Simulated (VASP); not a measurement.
The system is Si.

```
Si
1.0
     0.00000    2.72185    2.72185
     2.72185    0.00000    2.72185
     2.72185    2.72185    0.00000
Si
2
Direct
  0.50000 0.50000 0.50000
  0.75000 0.75000 0.75000
```

| Quantity | Value |
| --- | --- |
| Program | VASP 6.6.1 |
| Task | relaxation of cell and atoms |
| Functional | RPBE |
| Potentials or basis | VASP PAW PBE potentials, release 64 (Si) |
| Cutoff | 600 eV |
| k mesh | 8 × 8 × 8 |
| Occupations | fermi-dirac, width 0.05 eV |
| Spin | no spin polarisation |

At the start: pressure 2.7 GPa; volume 20.16 Å³/atom.

Problem. Where does the relaxation end?

Solution. Over 3 steps the energy falls by 4.9 meV/atom and the volume is 20.77 Å³/atom (+3.0 %); space group Fd-3m (No. 227, to 0.05 Å).

Step by step:
```
step  energy change (eV)  largest force (eV/Å)  pressure (GPa)  volume (Å³)
   1              0.0000                0.0000            2.70        40.33
   2             -0.0059                0.0000           -1.57        42.34
   3             -0.0099                0.0000            0.01        41.54
```

Final structure:
```cif
data_structure
_symmetry_space_group_name_H-M 'P 1'
_symmetry_Int_Tables_number 1
_cell_length_a 3.8873
_cell_length_b 3.8873
_cell_length_c 3.8873
_cell_angle_alpha 60.000
_cell_angle_beta 60.000
_cell_angle_gamma 60.000
_cell_volume 41.54
loop_
_atom_site_label
_atom_site_type_symbol
_atom_site_fract_x
_atom_site_fract_y
_atom_site_fract_z
_atom_site_occupancy
Si1 Si 0.50000 0.50000 0.50000 1
Si2 Si 0.75000 0.75000 0.75000 1
```

Caveat: the PAW data sets were made with another functional, which shifts forces and pressure a little.
